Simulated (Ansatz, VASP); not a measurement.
**Mg3ZnTe4: VASP beside Ansatz**

INCAR

```
ALGO     = Normal         # electronic algorithm
EDIFF    = 1E-7           # SCF threshold, eV
EDIFFG   = -0.025         # ionic threshold
ENCUT    = 600            # plane-wave cutoff, eV
GGA      = PE             # functional
IBRION   = 2              # ionic algorithm
ISIF     = 3              # what is computed and relaxed
ISMEAR   = 0              # smearing method
LASPH    = T              # aspherical terms in the spheres
LCHARG   = F              # write CHGCAR
LREAL    = F              # projectors in reciprocal space
LWAVE    = F              # write WAVECAR
NELM     = 60             # most SCF steps
NSW      = 80             # ionic steps
PREC     = Accurate       # precision mode
SIGMA    = 0.1            # smearing width, eV
```

File KPOINTS:

```
k-points
0
Gamma
  3 3 1
```

Contents of POSCAR:

```
Mg3ZnTe4
1.0
    4.4528817174     -0.0080011663      0.0475442293
   -2.2333700720      3.8883640537      0.0017825858
    0.1562359459      0.0969668554     15.0740280927
Mg Zn Te
3 1 4
Direct
    0.6690438187      0.3327572656      0.0025485061
    0.6592616051      0.3212288775      0.4957285849
   -0.0008713852      0.0120068353      0.7506753333
   -0.0030210862     -0.0060140880      0.2487237208
    0.6709702322      0.3279666273      0.1928700141
    0.6696043598      0.3401421839      0.6871749226
    0.0027704752      0.0049975740      0.4322245679
   -0.0010913528      0.0002480577      0.9400543503
```

Input for Ansatz:

```yaml
crystal:
  lattice:
    - [4.4528817174, -0.0080011663, 0.0475442293]
    - [-2.233370072, 3.8883640537, 0.0017825858]
    - [0.1562359459, 0.0969668554, 15.0740280927]
  atoms:
    - { symbol: Mg, position: [0.6690438187, 0.3327572656, 0.0025485061] }
    - { symbol: Mg, position: [0.6592616051, 0.3212288775, 0.4957285849] }
    - { symbol: Mg, position: [-0.0008713852, 0.0120068353, 0.7506753333] }
    - { symbol: Zn, position: [-0.0030210862, -0.006014088, 0.2487237208] }
    - { symbol: Te, position: [0.6709702322, 0.3279666273, 0.1928700141] }
    - { symbol: Te, position: [0.6696043598, 0.3401421839, 0.6871749226] }
    - { symbol: Te, position: [0.0027704752, 0.004997574, 0.4322245679] }
    - { symbol: Te, position: [-0.0010913528, 0.0002480577, 0.9400543503] }
basis:
  ecutwfc: 420
kpoints:
  mp_grid: { grid: [3, 3, 1] }
hamiltonian:
  xc: pbe
scf:
  occupations: { method: gaussian, width: 0.1 }
  lower_state_search: "off"
output:
  forces: true
  stress: true
  eigenvalues: true
relax:
  adjacent_minimum: "off"
  f_tol: 0.025
  max_steps: 60
  cell: { stress_tol: 0.25 }
```

Change from the starting cell: cell x1, atoms moved at random (sigma 0.05 Å) and cell strained at random (1.5 %), then relaxed without symmetry.

Alike in both runs: task relaxation of cell and atoms; functional PBE; k mesh 3 × 3 × 1; occupations gaussian, width 0.1 eV; no spin polarisation.

|  | VASP | Ansatz |
| --- | --- | --- |
| version | VASP 6.6.1 | Ansatz 0.2.0 |
| potentials or method | VASP PAW PBE potentials, release 64 (Mg, Zn, Te), cutoff 600 eV | scalar-relativistic, plane waves, PAW |
| valence electrons in the cell | 42 | 106 |

|  | VASP | Ansatz | Ansatz less VASP |
| --- | --- | --- | --- |
| gap on the k mesh at the Fermi level, each at its own relaxed structure (eV) | 1.41 | 1.42 | +0.013 |
| relaxed volume (Å³/atom) | 33.52 | 33.54 | +0.023 |
| relaxed cell length with the largest relative difference (Å) | 14.728 | 14.745 | +0.0171 |

VASP's potentials hold 42 valence electrons a cell and Ansatz's 106, so a difference there can come from the potentials and not from the codes.

The k mesh is coarse, so the values compare programs but aren't converged. Neither program's run includes spin-orbit coupling.
